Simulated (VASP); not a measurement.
# Ca2Se in VASP: a series of runs

Runs on Ca2Se. Level: PBE. Tasks: single point, relaxation of cell and atoms.

All numbers are computed with VASP 6.6.1; they aren't measurements. Logs are shortened: lines on timing, memory, paths and dates and some standing lists are left out, and cuts for length are marked.

### Step 1. The cell of the first run

The cell holds a slab with vacuum, 3 atoms: a = 2.881 Å, b = 2.881 Å, c = 14.179 Å, α = 90.00°, β = 90.00°, γ = 120.00°.

### Step 2. Single point, PBE

The input, INCAR:

```
SYSTEM = Ca2Se
  PREC = Accurate
  ENCUT = 520
  EDIFF = 1E-6
  ISMEAR = 0
  SIGMA = 0.1
  LREAL = .False.
  LASPH = .True.
  NELM = 60
  ALGO = Normal
  ISIF = 2
  LWAVE = .False.
  LCHARG = .False.
  GGA = PE
  NBANDS = 20
```

The input, KPOINTS:

```
regular mesh
0
Gamma
  6 6 2
  0 0 0
```

The input, POSCAR:

```
Ca2Se
1.0
    2.8806761700      0.0000000000      0.0000000000
   -1.4403380800      2.4947387400      0.0000000000
    0.0000000000      0.0000000000     14.1791667100
Ca Se
2 1
Direct
    0.3333333300      0.6666666700      0.8978554600
    0.3333333300      0.6666666700      0.1021445400
    0.0000000000      0.0000000000      0.0000000000
```

Potentials or basis: VASP PAW PBE potentials, release 64 (Ca_sv, Se).

On the command line:

```sh
cat potpaw_PBE.64/Ca_sv/POTCAR potpaw_PBE.64/Se/POTCAR > POTCAR
mpirun -np 1 vasp_std > vasp.out
```

OUTCAR:

```text
SYSTEM = Ca2Se
   PREC = Accurate
   ENCUT = 520
   EDIFF = 1E-6
   ISMEAR = 0
   LREAL = .False.
   LASPH = .True.
   NELM = 60
   ISIF = 2
   GGA = PE

 ion  position               nearest neighbor table
   1  0.333  0.667  0.898-   3 2.21   3 2.21   3 2.21   2 2.90
   2  0.333  0.667  0.102-   3 2.21   3 2.21   3 2.21   1 2.90
   3  0.000  0.000  0.000-   1 2.21   2 2.21   1 2.21   2 2.21   1 2.21   2 2.21

  LATTYP: Found a hexagonal cell.
 ALAT       =     2.8806761700
 C/A-ratio  =     4.9221661420

  Lattice vectors:

 A1 = (   2.8806761700,   0.0000000000,   0.0000000000)
 A2 = (  -1.4403380800,   2.4947387400,   0.0000000000)
 A3 = (   0.0000000000,   0.0000000000,  14.1791667100)

Analysis of symmetry for initial positions (statically):
=====================================================================
 Subroutine PRICEL returns:
 Original cell was already a primitive cell.

 Routine SETGRP: Setting up the symmetry group for a
 hexagonal supercell.

 Subroutine GETGRP returns: Found 12 space group operations
 (whereof 12 operations were pure point group operations)
 out of a pool of 24 trial point group operations.

The static configuration has the point symmetry D_3h.

Analysis of symmetry for dynamics (positions and initial velocities):
=====================================================================
 Subroutine PRICEL returns:
 Original cell was already a primitive cell.

 Routine SETGRP: Setting up the symmetry group for a
 hexagonal supercell.

 Subroutine GETGRP returns: Found 12 space group operations
 (whereof 12 operations were pure point group operations)
 out of a pool of 24 trial point group operations.

The dynamic configuration has the point symmetry D_3h.

 Subroutine INISYM returns: Found 12 space group operations
 (whereof 12 operations are pure point group operations),
 and found     1 'primitive' translations

----------------------------------------------------------------------------------------

                                     Primitive cell

  volume of cell :     101.8991

  direct lattice vectors                    reciprocal lattice vectors
     2.880676170  0.000000000  0.000000000     0.347140720  0.200421788  0.000000000
    -1.440338080  2.494738740  0.000000000     0.000000000  0.400843577  0.000000000
     0.000000000  0.000000000 14.179166710     0.000000000  0.000000000  0.070526006

  length of vectors
     2.880676170  2.880676165 14.179166710     0.400843576  0.400843577  0.070526006

[... 70 lines left out ...]
   NELM   =     60;   NELMIN=  2; NELMDL= -5     # of ELM steps
   EDIFF  = 0.1E-05   stopping-criterion for ELM
   LREAL  =      F    real-space projection
   EDIFFG = 0.1E-04   stopping-criterion for IOM
   NSW    =      0    number of steps for IOM
   IBRION =     -1    ionic relax: 0-MD 1-quasi-New 2-CG
   NFREE  =      0    steps in history (QN), initial steepest desc. (CG)
   ISIF   =      2    stress and relaxation
   ISYM   =      2    0-nonsym 1-usesym 2-fastsym
   POTIM  = 0.5000    time-step for ionic-motion
   TEBEG  =    0.0;   TEEND  =   0.0 temperature during run
   PSTRESS=    0.0 pullay stress
   NELECT =      26.0000    total number of electrons
   NUPDOWN=      -1.0000    fix difference up-down
   EMIN   =  10.00;   EMAX   =-10.00  energy-range for DOS
   EFERMI =   0.00;   METHOD = LEGACY
   ISMEAR =     0;   SIGMA  =   0.10  broadening in eV -4-tet -1-fermi 0-gaus
   EFERMI_NEDOS =   21; number of points for ismear=-14 and -15
   IALGO  =     38    algorithm
   IMIX   =      4    mixing-type and parameters
     AMIX     =   0.40;   BMIX     =  1.00
     AMIX_MAG =   1.60;   BMIX_MAG =  1.00
  volume/ion in A,a.u.               =      33.97       229.22
  Fermi-wavevector in a.u.,A,eV,Ry     =   1.038347  1.962191 14.669320  1.078165
  Thomas-Fermi vector in A             =   2.172827
   LORBIT       =      0    0 simple, 1 ext, 2 COOP (PROOUT), +10 PAW based schemes
   GGA     = PE    functional components
   LHFCALC =     F    Hartree Fock is set to
   AEXX    =    0.0000 exact exchange contribution
   IVDW    =     0    specifies the selected vdW correction
   LEPSILON=     F    determine dielectric tensor
   LRPA    =     F    only Hartree local field effects (RPA)
 non-spin polarized calculation
 Gauss-broadening in eV      SIGMA  =   0.10
  energy-cutoff  :      520.00
  volume of cell :      101.90
 maximum number of plane-waves:      2801
 NGX is ok and might be reduce to    24
   NGX = 11   NGY = 11   NGZ = 53

 number of electron      26.0000003 magnetization

 Free energy of the ion-electron system (eV)
  ---------------------------------------------------
  ext. energy  EPLUGINS =         0.00000000
  ---------------------------------------------------
  free energy    TOTEN  =         4.14562216 eV

  energy without entropy =        4.17948649  energy(sigma->0) =        4.16255432

 E-fermi :   1.7323     XC(G=0):  -6.2438

 val. band max:        1.7310274415   @ k =   0.1667   0.0000   0.0000
 cond. band min:       1.7364567360   @ k =   0.1667   0.0000   0.5000
 fundamental gap:      0.0054292945
 Fermi energy:         1.7323248303

 k-point     1 :       0.0000    0.0000    0.0000
  band No.  band energies     occupation
      1     -39.1045      2.00000
      2     -38.8926      2.00000
      3     -21.9731      2.00000
      4     -19.9802      2.00000
      5     -19.2905      2.00000
      6     -19.2905      2.00000
[... 311 lines left out ...]
     19       7.4134      0.00000
     20       8.5793      0.00000

------------------------ aborting loop because EDIFF is reached ----------------------------------------

  FORCE on cell =-STRESS in cart. coord.  units (eV):
  Direction    XX          YY          ZZ          XY          YZ          ZX
  --------------------------------------------------------------------------------------
  -------------------------------------------------------------------------------------
  Total       37.1102675     37.1102674     40.8900574      0.0000001     -0.0000000      0.0000000
  in kB      583.4913832    583.4913817    642.9216980      0.0000012     -0.0000000      0.0000000
  external PRESSURE =     603.3014876 kB  Pullay stress =       0.0000000 kB

 VOLUME and BASIS-vectors are now :
 -----------------------------------------------------------------------------
  energy-cutoff  :      520.00
  volume of cell :      101.90
      direct lattice vectors                 reciprocal lattice vectors
     2.880676170  0.000000000  0.000000000     0.347140720  0.200421788  0.000000000
    -1.440338080  2.494738740  0.000000000     0.000000000  0.400843577  0.000000000
     0.000000000  0.000000000 14.179166710     0.000000000  0.000000000  0.070526006

 POSITION                                       TOTAL-FORCE (eV/Angst)
 -----------------------------------------------------------------------------------
     -0.00000      1.66316     12.73084         0.000000     -0.000000    -14.121099
     -0.00000      1.66316      1.44832        -0.000000     -0.000000     14.121099
      0.00000      0.00000      0.00000        -0.000000      0.000000      0.000000
 -----------------------------------------------------------------------------------
    total drift:                                0.000024     -0.000014     -0.000000

  FREE ENERGIE OF THE ION-ELECTRON SYSTEM (eV)
  ---------------------------------------------------
  free  energy   TOTEN  =         4.1456221613 eV

  energy  without entropy=        4.1794864875  energy(sigma->0) =        4.16255432
```

Run time: 31 s. Hardware: 1 thread of Intel Xeon Platinum 8488C (Sapphire Rapids), shared host; peak memory 0.24 GiB.

What came out:

```yaml
Free_energy: 4.1456 eV
Largest_force: 14.121 eV/Å
Band_gap_on_the_k_mesh: zero (band 13 reaches 2.99 eV, above the bottom of band 14 at 1.32 eV)
```

Forces in eV/Å, atoms in the order of the input:
```
Ca    0.000   0.000 -14.121
Ca    0.000   0.000  14.121
Se    0.000   0.000   0.000
```

Levels at points of the mesh, in eV from the Fermi level:
| k point | band 10 | band 11 | band 12 | band 13 | band 14 | band 15 | band 16 | band 17 |
| --- | --- | --- | --- | --- | --- | --- | --- | --- |
| (0.00, 0.00, 0.00) | -6.03 | -1.70 | -1.70 | -1.65 | -0.41 | -0.24 | 2.50 | 2.50 |
| (0.50, 0.00, 0.00) | -7.56 | -4.81 | -2.88 | -1.00 | -0.11 | 2.10 | 2.64 | 4.12 |
| (0.00, 0.00, 0.50) | -6.03 | -1.70 | -1.70 | -1.65 | -0.40 | -0.25 | 2.50 | 2.50 |
| (0.50, 0.00, 0.50) | -7.56 | -4.81 | -2.88 | -1.00 | -0.11 | 2.10 | 2.64 | 4.12 |

Caveat: the k points lie up to 0.42 Å⁻¹ apart.

### Step 3. Single point, PBE

This run uses another cell than the first one, of 33.49 Å³/atom, 0.986 times its volume.

The input, INCAR:

```
SYSTEM = Ca2Se
PREC     = Accurate       ! precision mode
ENCUT    = 520            ! plane-wave cutoff, eV
EDIFF    = 1E-6           ! SCF threshold, eV
ISMEAR   = 0              ! smearing method
SIGMA    = 0.1            ! smearing width, eV
LREAL    = .False.        ! projectors in reciprocal space
LASPH    = .True.         ! aspherical terms in the spheres
NELM     = 60             ! most SCF steps
ALGO     = Normal         ! electronic algorithm
ISIF     = 2              ! what is computed and relaxed
LWAVE    = .False.        ! write WAVECAR
LCHARG   = .False.        ! write CHGCAR
GGA      = PE             ! functional
NBANDS   = 20             ! bands
```

The input, KPOINTS:

```
Automatic mesh
0
Gamma
  6 6 2
  0 0 0
```

The input, POSCAR:

```
Ca2Se
1.0
    4.0000710811     -0.0000000040      0.0000000000
   -2.0000355371      3.4641631752      0.0000000000
    0.0000000000      0.0000000000      7.2515747033
Ca Se
2 1
Direct
    0.3333333333      0.6666666667      0.7453062193
    0.3333333333      0.6666666667      0.2546937807
    0.0000000000      0.0000000000      0.0000000000
```

Potentials or basis: VASP PAW PBE potentials, release 64 (Ca_sv, Se).

On the command line:

```sh
cat potpaw_PBE.64/Ca_sv/POTCAR potpaw_PBE.64/Se/POTCAR > POTCAR
mpirun -np 1 vasp_std > vasp.out
```

OUTCAR:

```text
SYSTEM = Ca2Se
   PREC = Accurate
   ENCUT = 520
   EDIFF = 1E-6
   ISMEAR = 0
   LREAL = .False.
   LASPH = .True.
   NELM = 60
   ISIF = 2
   GGA = PE

 ion  position               nearest neighbor table
   1  0.333  0.667  0.745-   3 2.96   3 2.96   3 2.96
   2  0.333  0.667  0.255-   3 2.96   3 2.96   3 2.96
   3  0.000  0.000  0.000-   1 2.96   2 2.96   1 2.96   2 2.96   1 2.96   2 2.96

  LATTYP: Found a hexagonal cell.
 ALAT       =     4.0000710811
 C/A-ratio  =     1.8128614608

  Lattice vectors:

 A1 = (   4.0000710811,  -0.0000000040,   0.0000000000)
 A2 = (  -2.0000355371,   3.4641631752,   0.0000000000)
 A3 = (   0.0000000000,   0.0000000000,   7.2515747033)

Analysis of symmetry for initial positions (statically):
=====================================================================
 Subroutine PRICEL returns:
 Original cell was already a primitive cell.

 Routine SETGRP: Setting up the symmetry group for a
 hexagonal supercell.

 Subroutine GETGRP returns: Found 12 space group operations
 (whereof 12 operations were pure point group operations)
 out of a pool of 24 trial point group operations.

The static configuration has the point symmetry D_3h.

Analysis of symmetry for dynamics (positions and initial velocities):
=====================================================================
 Subroutine PRICEL returns:
 Original cell was already a primitive cell.

 Routine SETGRP: Setting up the symmetry group for a
 hexagonal supercell.

 Subroutine GETGRP returns: Found 12 space group operations
 (whereof 12 operations were pure point group operations)
 out of a pool of 24 trial point group operations.

The dynamic configuration has the point symmetry D_3h.

 Subroutine INISYM returns: Found 12 space group operations
 (whereof 12 operations are pure point group operations),
 and found     1 'primitive' translations

----------------------------------------------------------------------------------------

                                     Primitive cell

  volume of cell :     100.4843

  direct lattice vectors                    reciprocal lattice vectors
     4.000071081 -0.000000004  0.000000000     0.249995558  0.144335002  0.000000000
    -2.000035537  3.464163175  0.000000000     0.000000000  0.288670005  0.000000000
     0.000000000  0.000000000  7.251574703     0.000000000  0.000000000  0.137901082

  length of vectors
     4.000071081  4.000071081  7.251574703     0.288670005  0.288670005  0.137901082

  position of ions in fractional coordinates (direct lattice)
     0.333333333  0.666666667  0.745306219
     0.333333333  0.666666667  0.254693781
     0.000000000  0.000000000  0.000000000

  ion indices of the primitive-cell ions
   primitive index   ion index
                 1           1
                 2           2
                 3           3

----------------------------------------------------------------------------------------

 KPOINTS: Automatic mesh

Automatic generation of k-mesh.
 Grid dimensions read from file:
 generate k-points for:    6    6    2

 Generating k-lattice:

  Cartesian coordinates                     Fractional coordinates (reciprocal lattice)
     0.041665926  0.024055834  0.000000000     0.166666667  0.000000000  0.000000000
     0.000000000  0.048111667  0.000000000    -0.000000000  0.166666667  0.000000000
     0.000000000  0.000000000  0.068950541     0.000000000  0.000000000  0.500000000

  Length of vectors
     0.048111667  0.048111667  0.068950541

  Shift w.r.t. Gamma in fractional coordinates (k-lattice)
     0.000000000  0.000000000  0.000000000

 Subroutine IBZKPT returns following result:
 ===========================================

 Found     14 irreducible k-points:

 Following reciprocal coordinates:
            Coordinates               Weight
  0.000000  0.000000  0.000000      1.000000
  0.166667 -0.000000  0.000000      6.000000
  0.333333 -0.000000  0.000000      6.000000
  0.500000  0.000000  0.000000      3.000000
  0.166667  0.166667  0.000000      6.000000
  0.333333  0.166667  0.000000     12.000000
  0.333333  0.333333  0.000000      2.000000
  0.000000  0.000000  0.500000      1.000000
  0.166667 -0.000000  0.500000      6.000000
  0.333333 -0.000000  0.500000      6.000000
  0.500000  0.000000  0.500000      3.000000
  0.166667  0.166667  0.500000      6.000000
  0.333333  0.166667  0.500000     12.000000
  0.333333  0.333333  0.500000      2.000000
   k-points           NKPTS =     14   k-points in BZ     NKDIM =     14   number of bands    NBANDS=     20
   number of dos      NEDOS =    301   number of ions     NIONS =      3
   total plane-waves  NPLWV =  48600
   dimension x,y,z NGX =    30 NGY =   30 NGZ =   54
   dimension x,y,z NGXF=    60 NGYF=   60 NGZF=  108
   ions per type =               2   1
   NGX,Y,Z   is equivalent  to a cutoff of  12.47, 12.47, 12.38 a.u.
   NGXF,Y,Z  is equivalent  to a cutoff of  24.94, 24.94, 24.76 a.u.
 SYSTEM =  Ca2Se
   PREC   = accura    normal or accurate (medium, high low for compatibility)
   ISTART =      0    job   : 0-new  1-cont  2-samecut
   ICHARG =      2    charge: 1-file 2-atom 10-const
   ISPIN  =      1    spin polarized calculation?
   LNONCOLLINEAR =      F non collinear calculations
   LSORBIT =      F    spin-orbit coupling
   LASPH  =      T    aspherical Exc in radial PAW
   ENCUT  =  520.0 eV  38.22 Ry    6.18 a.u.   7.44  7.44 13.48*2*pi/ulx,y,z
   NELM   =     60;   NELMIN=  2; NELMDL= -5     # of ELM steps
   EDIFF  = 0.1E-05   stopping-criterion for ELM
   LREAL  =      F    real-space projection
   EDIFFG = 0.1E-04   stopping-criterion for IOM
   NSW    =      0    number of steps for IOM
   IBRION =     -1    ionic relax: 0-MD 1-quasi-New 2-CG
   NFREE  =      0    steps in history (QN), initial steepest desc. (CG)
   ISIF   =      2    stress and relaxation
   ISYM   =      2    0-nonsym 1-usesym 2-fastsym
   POTIM  = 0.5000    time-step for ionic-motion
   TEBEG  =    0.0;   TEEND  =   0.0 temperature during run
   PSTRESS=    0.0 pullay stress
   NELECT =      26.0000    total number of electrons
   NUPDOWN=      -1.0000    fix difference up-down
   EMIN   =  10.00;   EMAX   =-10.00  energy-range for DOS
   EFERMI =   0.00;   METHOD = LEGACY
   ISMEAR =     0;   SIGMA  =   0.10  broadening in eV -4-tet -1-fermi 0-gaus
   EFERMI_NEDOS =   21; number of points for ismear=-14 and -15
   IALGO  =     38    algorithm
   IMIX   =      4    mixing-type and parameters
     AMIX     =   0.40;   BMIX     =  1.00
     AMIX_MAG =   1.60;   BMIX_MAG =  1.00
  volume/ion in A,a.u.               =      33.49       226.03
  Fermi-wavevector in a.u.,A,eV,Ry     =   1.043197  1.971357 14.806687  1.088261
  Thomas-Fermi vector in A             =   2.177896
   LORBIT       =      0    0 simple, 1 ext, 2 COOP (PROOUT), +10 PAW based schemes
   GGA     = PE    functional components
   LHFCALC =     F    Hartree Fock is set to
   AEXX    =    0.0000 exact exchange contribution
   IVDW    =     0    specifies the selected vdW correction
   LEPSILON=     F    determine dielectric tensor
   LRPA    =     F    only Hartree local field effects (RPA)
 non-spin polarized calculation
 Gauss-broadening in eV      SIGMA  =   0.10
  energy-cutoff  :      520.00
  volume of cell :      100.48
 maximum number of plane-waves:      2733
 NGX is ok and might be reduce to    30
   NGX = 15   NGY = 15   NGZ = 27

 number of electron      26.0000007 magnetization

 Free energy of the ion-electron system (eV)
  ---------------------------------------------------
  ext. energy  EPLUGINS =         0.00000000
  ---------------------------------------------------
  free energy    TOTEN  =       -10.75338514 eV

  energy without entropy =      -10.74844533  energy(sigma->0) =      -10.75091524

 E-fermi :   3.0719     XC(G=0):  -8.2452

 val. band max:        2.8834695019   @ k =   0.5000   0.0000   0.0000
 cond. band min:       3.0724196740   @ k =   0.1667  -0.0000   0.5000
 fundamental gap:      0.1889501721
 Fermi energy:         3.0718997771

 k-point     1 :       0.0000    0.0000    0.0000
  band No.  band energies     occupation
      1     -39.1350      2.00000
      2     -39.1219      2.00000
      3     -20.2315      2.00000
      4     -20.1067      2.00000
      5     -20.1067      2.00000
      6     -20.0902      2.00000
[... 311 lines left out ...]
     19       6.0564      0.00000
     20       6.5016      0.00000

------------------------ aborting loop because EDIFF is reached ----------------------------------------

  FORCE on cell =-STRESS in cart. coord.  units (eV):
  Direction    XX          YY          ZZ          XY          YZ          ZX
  --------------------------------------------------------------------------------------
  -------------------------------------------------------------------------------------
  Total        0.2214249      0.2214249      0.0506283     -0.0000000     -0.0000000      0.0000000
  in kB        3.5305195      3.5305195      0.8072456     -0.0000000     -0.0000000      0.0000000
  external PRESSURE =       2.6227615 kB  Pullay stress =       0.0000000 kB

 VOLUME and BASIS-vectors are now :
 -----------------------------------------------------------------------------
  energy-cutoff  :      520.00
  volume of cell :      100.48
      direct lattice vectors                 reciprocal lattice vectors
     4.000071081 -0.000000004  0.000000000     0.249995558  0.144335002  0.000000000
    -2.000035537  3.464163175  0.000000000     0.000000000  0.288670005  0.000000000
     0.000000000  0.000000000  7.251574703     0.000000000  0.000000000  0.137901082

 POSITION                                       TOTAL-FORCE (eV/Angst)
 -----------------------------------------------------------------------------------
      0.00000      2.30944      5.40464         0.000000      0.000000     -0.038600
      0.00000      2.30944      1.84693         0.000000      0.000000      0.038600
      0.00000      0.00000      0.00000        -0.000000     -0.000000      0.000000
 -----------------------------------------------------------------------------------
    total drift:                                0.000000     -0.000000     -0.000000

  FREE ENERGIE OF THE ION-ELECTRON SYSTEM (eV)
  ---------------------------------------------------
  free  energy   TOTEN  =       -10.7533851439 eV

  energy  without entropy=      -10.7484453293  energy(sigma->0) =      -10.75091524
```

It took 26 s on 1 thread of Intel Xeon Platinum 8488C (Sapphire Rapids), shared host; peak memory 0.21 GiB.

What came out:

- Free energy: -10.7534 eV
- Pressure: 0.3 GPa
- Largest force: 0.039 eV/Å
- Band gap on the k mesh: zero (band 13 reaches 3.29 eV, above the bottom of band 14 at 2.65 eV)

Forces in eV/Å, atoms in the order of the input:
```
Ca   0.000  0.000 -0.039
Ca   0.000  0.000  0.039
Se   0.000  0.000  0.000
```

Caveat: the k points lie up to 0.43 Å⁻¹ apart.

(Continued in part 2 of 2.)
